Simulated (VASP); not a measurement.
A run of VASP 6.6.1:

The input INCAR:

```
SYSTEM = La2O3
PREC = Accurate
ENCUT = 520
EDIFF = 1E-7
ISMEAR = 0
SIGMA = 0.01
LREAL = .FALSE.
LASPH = .TRUE.
NELM = 100
ALGO = Normal
ISIF = 2
LWAVE = .FALSE.
LCHARG = .FALSE.
GGA = PE
NBANDS = 28
```

KPOINTS

```
regular mesh
0
G
  6 6 4
  0 0 0
```

POSCAR

```
La2O3
1.0
    4.0576638438      0.0000000000      0.0000000000
   -2.0288319219      3.5140399680      0.0000000000
    0.0000000000      0.0000000000      6.3092480853
La O
2 3
Direct
    0.6666666667      0.3333333333      0.7537643200
    0.3333333333      0.6666666667      0.2462356800
    0.6666666667      0.3333333333      0.3541093500
    0.3333333333      0.6666666667      0.6458906500
    0.0000000000      0.0000000000      0.0000000000
```

Potentials or basis: VASP PAW PBE potentials, release 64 (La, O).

Launch:

```sh
$ cat potpaw_PBE.64/La/POTCAR potpaw_PBE.64/O/POTCAR > POTCAR
$ mpirun -np 1 vasp_std > vasp.out
```

Hardware: 1 thread of Intel(R) Xeon(R) 6975P-C (Granite Rapids), with other jobs on the host.

Problem. Estimate the wall time of this run.

Solution. It took 43 s on 1 thread of Intel(R) Xeon(R) 6975P-C (Granite Rapids), with other jobs on the host, peak memory 0.23 GiB. Counts: scf iterations 18, k points 24.
